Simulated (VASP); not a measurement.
# Br (Im-3m) in VASP: relaxation of cell and atoms with PBE

Aim: the relaxation of cell and atoms of Br with PBE.

Program: VASP 6.6.1. These are calculated values, not measurements. Logs are shortened: lines on timing, memory, paths and dates and some standing lists are left out, and cuts for length are marked.

### Step 1. The cell of the first run

Symmetry: Im-3m, No. 229, cubic system. Conventional cell: a = 3.740 Å, b = 3.740 Å, c = 3.740 Å, α = 90.00°, β = 90.00°, γ = 90.00°. Within 4.3 Å of Br (site symmetry m-3m) lie 14 Br at 3.24 to 3.74 Å.

### Step 2. Relaxation of cell and atoms, PBE

File INCAR:

```
  PREC = Accurate
  ENCUT = 500
  EDIFF = 1E-7
  ISMEAR = 1
  SIGMA = 0.02
  LREAL = F
  LASPH = T
  NELM = 120
  ALGO = Normal
  ISIF = 3
  LWAVE = F
  LCHARG = F
  GGA = PE
  IBRION = 2
  NSW = 80
  EDIFFG = -0.03
  GGA_COMPAT = F
  NELMIN = 4
```

File KPOINTS:

```
Automatic mesh
0
Gamma
  16 16 16
```

File POSCAR:

```
Br
1.0
   -1.8700000000      1.8700000000      1.8700000000
    1.8700000000     -1.8700000000      1.8700000000
    1.8700000000      1.8700000000     -1.8700000000
Br
1
Direct
    0.0000000000      0.0000000000      0.0000000000
```

Potentials or basis: VASP PAW PBE potentials, release 64 (Br).

Started as:

```bash
$ cat potpaw_PBE.64/Br/POTCAR > POTCAR
$ mpirun -np 1 vasp_std > vasp.out
```

OUTCAR:

```text
PREC = Accurate
   ENCUT = 500
   EDIFF = 1E-7
   ISMEAR = 1
   LREAL = F
   LASPH = T
   NELM = 120
   ISIF = 3
   GGA = PE
   IBRION = 2
   NSW = 80
   EDIFFG = -0.03
   NELMIN = 4

 ion  position               nearest neighbor table
   1  0.000  0.000  0.000-

  LATTYP: Found a body centered cubic cell.
 ALAT       =     3.7400000000

  Lattice vectors:

 A1 = (  -1.8700000000,   1.8700000000,   1.8700000000)
 A2 = (   1.8700000000,  -1.8700000000,   1.8700000000)
 A3 = (   1.8700000000,   1.8700000000,  -1.8700000000)

Analysis of symmetry for initial positions (statically):
=====================================================================
 Subroutine PRICEL returns:
 Original cell was already a primitive cell.

 Routine SETGRP: Setting up the symmetry group for a
 body centered cubic supercell.

 Subroutine GETGRP returns: Found 48 space group operations
 (whereof 48 operations were pure point group operations)
 out of a pool of 48 trial point group operations.

The static configuration has the point symmetry O_h .

Analysis of symmetry for dynamics (positions and initial velocities):
=====================================================================
 Subroutine PRICEL returns:
 Original cell was already a primitive cell.

 Routine SETGRP: Setting up the symmetry group for a
 body centered cubic supercell.

 Subroutine GETGRP returns: Found 48 space group operations
 (whereof 48 operations were pure point group operations)
 out of a pool of 48 trial point group operations.

The dynamic configuration has the point symmetry O_h .

 Subroutine INISYM returns: Found 48 space group operations
 (whereof 48 operations are pure point group operations),
 and found     1 'primitive' translations

----------------------------------------------------------------------------------------

                                     Primitive cell

  volume of cell :      26.1568

  direct lattice vectors                    reciprocal lattice vectors
    -1.870000000  1.870000000  1.870000000     0.000000000  0.267379679  0.267379679
     1.870000000 -1.870000000  1.870000000     0.267379679  0.000000000  0.267379679
     1.870000000  1.870000000 -1.870000000     0.267379679  0.267379679  0.000000000

  length of vectors
     3.238935010  3.238935010  3.238935010     0.378131969  0.378131969  0.378131969

  position of ions in fractional coordinates (direct lattice)
     0.000000000  0.000000000  0.000000000

  ion indices of the primitive-cell ions
   primitive index   ion index
                 1           1

----------------------------------------------------------------------------------------

 KPOINTS: Automatic mesh

Automatic generation of k-mesh.
 Grid dimensions read from file:
 generate k-points for:   16   16   16

 Generating k-lattice:

  Cartesian coordinates                     Fractional coordinates (reciprocal lattice)
     0.000000000  0.016711230  0.016711230     0.062500000  0.000000000  0.000000000
     0.016711230  0.000000000  0.016711230     0.000000000  0.062500000  0.000000000
     0.016711230  0.016711230  0.000000000     0.000000000  0.000000000  0.062500000

  Length of vectors
     0.023633248  0.023633248  0.023633248

  Shift w.r.t. Gamma in fractional coordinates (k-lattice)
[... 47 lines left out ...]
   LNONCOLLINEAR =      F non collinear calculations
   LSORBIT =      F    spin-orbit coupling
   LASPH  =      T    aspherical Exc in radial PAW
   ENCUT  =  500.0 eV  36.75 Ry    6.06 a.u.   5.91  5.91  5.91*2*pi/ulx,y,z
   NELM   =    120;   NELMIN=  4; NELMDL= -5     # of ELM steps
   EDIFF  = 0.1E-06   stopping-criterion for ELM
   LREAL  =      F    real-space projection
   EDIFFG = -.3E-01   stopping-criterion for IOM
   NSW    =     80    number of steps for IOM
   IBRION =      2    ionic relax: 0-MD 1-quasi-New 2-CG
   NFREE  =      1    steps in history (QN), initial steepest desc. (CG)
   ISIF   =      3    stress and relaxation
   ISYM   =      2    0-nonsym 1-usesym 2-fastsym
   POTIM  = 0.5000    time-step for ionic-motion
   TEBEG  =    0.0;   TEEND  =   0.0 temperature during run
   PSTRESS=    0.0 pullay stress
   NELECT =       7.0000    total number of electrons
   NUPDOWN=      -1.0000    fix difference up-down
   EMIN   =  10.00;   EMAX   =-10.00  energy-range for DOS
   EFERMI =   0.00;   METHOD = LEGACY
   ISMEAR =     1;   SIGMA  =   0.02  broadening in eV -4-tet -1-fermi 0-gaus
   EFERMI_NEDOS =   21; number of points for ismear=-14 and -15
   IALGO  =     38    algorithm
   IMIX   =      4    mixing-type and parameters
     AMIX     =   0.40;   BMIX     =  1.00
     AMIX_MAG =   1.60;   BMIX_MAG =  1.00
  volume/ion in A,a.u.               =      26.16       176.51
  Fermi-wavevector in a.u.,A,eV,Ry     =   1.054984  1.993631 15.143168  1.112991
  Thomas-Fermi vector in A             =   2.190165
   LORBIT       =      0    0 simple, 1 ext, 2 COOP (PROOUT), +10 PAW based schemes
   GGA     = PE    functional components
   LHFCALC =     F    Hartree Fock is set to
   AEXX    =    0.0000 exact exchange contribution
   IVDW    =     0    specifies the selected vdW correction
   LEPSILON=     F    determine dielectric tensor
   LRPA    =     F    only Hartree local field effects (RPA)
 conjugate gradient relaxation of ions
 non-spin polarized calculation
 Methfessel and Paxton  Order N= 1 SIGMA  =   0.02
  energy-cutoff  :      500.00
  volume of cell :       26.16
 maximum number of plane-waves:       682
   NGX = 11   NGY = 11   NGZ = 11

--------------------------------------- Ionic step        1  -------------------------------------------

 number of electron       6.9999999 magnetization

 Free energy of the ion-electron system (eV)
  ---------------------------------------------------
  ext. energy  EPLUGINS =         0.00000000
  ---------------------------------------------------
  free energy    TOTEN  =        -1.00893062 eV

  energy without entropy =       -1.00880741  energy(sigma->0) =       -1.00888955

------------------------ aborting loop because EDIFF is reached ----------------------------------------

  FORCE on cell =-STRESS in cart. coord.  units (eV):
  Direction    XX          YY          ZZ          XY          YZ          ZX
  --------------------------------------------------------------------------------------
  -------------------------------------------------------------------------------------
  Total        0.0844394      0.0844394      0.0844394      0.0000000     -0.0000000      0.0000000
  in kB        5.1721474      5.1721474      5.1721474      0.0000000     -0.0000000      0.0000000
  external PRESSURE =       5.1721474 kB  Pullay stress =       0.0000000 kB

 VOLUME and BASIS-vectors are now :
 -----------------------------------------------------------------------------
  energy-cutoff  :      500.00
  volume of cell :       26.16
      direct lattice vectors                 reciprocal lattice vectors
    -1.870000000  1.870000000  1.870000000     0.000000000  0.267379679  0.267379679
     1.870000000 -1.870000000  1.870000000     0.267379679  0.000000000  0.267379679
     1.870000000  1.870000000 -1.870000000     0.267379679  0.267379679  0.000000000

 POSITION                                       TOTAL-FORCE (eV/Angst)
 -----------------------------------------------------------------------------------
      0.00000      0.00000      0.00000         0.000000     -0.000000     -0.000000
 -----------------------------------------------------------------------------------
    total drift:                                0.000000      0.000000      0.000000

  FREE ENERGIE OF THE ION-ELECTRON SYSTEM (eV)
  ---------------------------------------------------
  free  energy   TOTEN  =        -1.0089306208 eV

  energy  without entropy=       -1.0088074055  energy(sigma->0) =       -1.00888955

--------------------------------------- Ionic step        2  -------------------------------------------

 number of electron       6.9999998 magnetization

 Free energy of the ion-electron system (eV)
  ---------------------------------------------------
  ext. energy  EPLUGINS =         0.00000000
  ---------------------------------------------------
  free energy    TOTEN  =        -1.00958656 eV

  energy without entropy =       -1.00944509  energy(sigma->0) =       -1.00953941

 E-fermi :   1.6340     XC(G=0):  -9.2844

 val. band max:        1.6325329229   @ k =   0.3750   0.1875  -0.0000
 cond. band min:       1.6343021577   @ k =  -0.1875   0.1875   0.1250
 fundamental gap:      0.0017692348
 Fermi energy:         1.6340251089

 k-point     1 :       0.0000    0.0000    0.0000
  band No.  band energies     occupation
      1     -13.7488      2.00000
      2       2.3481      0.00000
      3       2.3481      0.00000
      4       2.3481      0.00000
      5       9.4601      0.00000
      6      14.2969      0.00000
      7      14.2969      0.00000
[... 221 lines left out ...]
 k-point    24 :       0.2500    0.1875    0.0000
  band No.  band energies     occupation
      1     -12.5286      2.00000
      2      -1.8652      2.00000
      3       0.3189      2.00000
      4       1.7325     -0.00000
      5      10.8724      0.00000
      6      12.1680      0.00000
      7      14.5439      0.00000

 [... further k-points ...]

------------------------ aborting loop because EDIFF is reached ----------------------------------------

  FORCE on cell =-STRESS in cart. coord.  units (eV):
  Direction    XX          YY          ZZ          XY          YZ          ZX
  --------------------------------------------------------------------------------------
  -------------------------------------------------------------------------------------
  Total        0.0236996      0.0236996      0.0236996      0.0000000     -0.0000000     -0.0000000
  in kB        1.4340703      1.4340703      1.4340703      0.0000000     -0.0000000     -0.0000000
  external PRESSURE =       1.4340703 kB  Pullay stress =       0.0000000 kB

 VOLUME and BASIS-vectors are now :
 -----------------------------------------------------------------------------
  energy-cutoff  :      500.00
  volume of cell :       26.48
      direct lattice vectors                 reciprocal lattice vectors
    -1.877617596  1.877617596  1.877617596     0.000000000  0.266294905  0.266294905
     1.877617596 -1.877617596  1.877617596     0.266294905  0.000000000  0.266294905
     1.877617596  1.877617596 -1.877617596     0.266294905  0.266294905  0.000000000

 POSITION                                       TOTAL-FORCE (eV/Angst)
 -----------------------------------------------------------------------------------
     -1.87762      1.87762      1.87762        -0.000000      0.000000      0.000000
 -----------------------------------------------------------------------------------
    total drift:                               -0.000000     -0.000000      0.000000

  FREE ENERGIE OF THE ION-ELECTRON SYSTEM (eV)
  ---------------------------------------------------
  free  energy   TOTEN  =        -1.0095865645 eV

  energy  without entropy=       -1.0094450900  energy(sigma->0) =       -1.00953941

 reached required accuracy - stopping structural energy minimisation
```

Run time: 15 s. Hardware: 1 thread of Intel Xeon Platinum 8488C (Sapphire Rapids), shared host; peak memory 0.15 GiB.

What came out:

| Property | Result |
| --- | --- |
| Free energy | -1.0096 eV |
| Relaxed volume | 26.48 Å³/atom |
| Relaxed cell | a = 3.252 Å, b = 3.252 Å, c = 3.252 Å, α = 109.47°, β = 109.47°, γ = 109.47° |
| Space group after relaxing (to 0.1 Å) | Im-3m (No. 229) |
| Energy gained by relaxing | 0.7 meV/atom |
| Ionic steps | 2 |
| Pressure after relaxing | 0.1 GPa |
| Band gap on the k mesh | zero (an odd number of electrons rules out a gap without spin polarisation) |

The path:
```
step  energy change (eV)  largest force (eV/Å)  pressure (GPa)  volume (Å³)
   1              0.0000                0.0000            0.52        26.16
   2             -0.0007                0.0000            0.14        26.48
```

Final structure:
```
Br
1.0
    -1.87762    1.87762    1.87762
     1.87762   -1.87762    1.87762
     1.87762    1.87762   -1.87762
Br
1
Direct
  0.00000 0.00000 0.00000
```

Levels at points of the mesh, in eV from the Fermi level:
| k point | band 1 | band 2 | band 3 | band 4 | band 5 | band 6 | band 7 |
| --- | --- | --- | --- | --- | --- | --- | --- |
| (0.00, 0.00, 0.00) | -15.38 | 0.71 | 0.71 | 0.71 | 7.83 | 12.66 | 12.66 |
| (0.50, 0.00, 0.00) | -13.95 | -4.53 | -0.80 | 0.45 | 7.55 | 9.64 | 16.08 |
| (0.50, 0.50, 0.50) | -13.05 | -2.59 | -2.59 | -2.59 | 6.41 | 6.41 | 19.89 |

Caveat: an odd number of electrons without spin polarisation forces a metal; a magnetic or distorted state may lie lower.
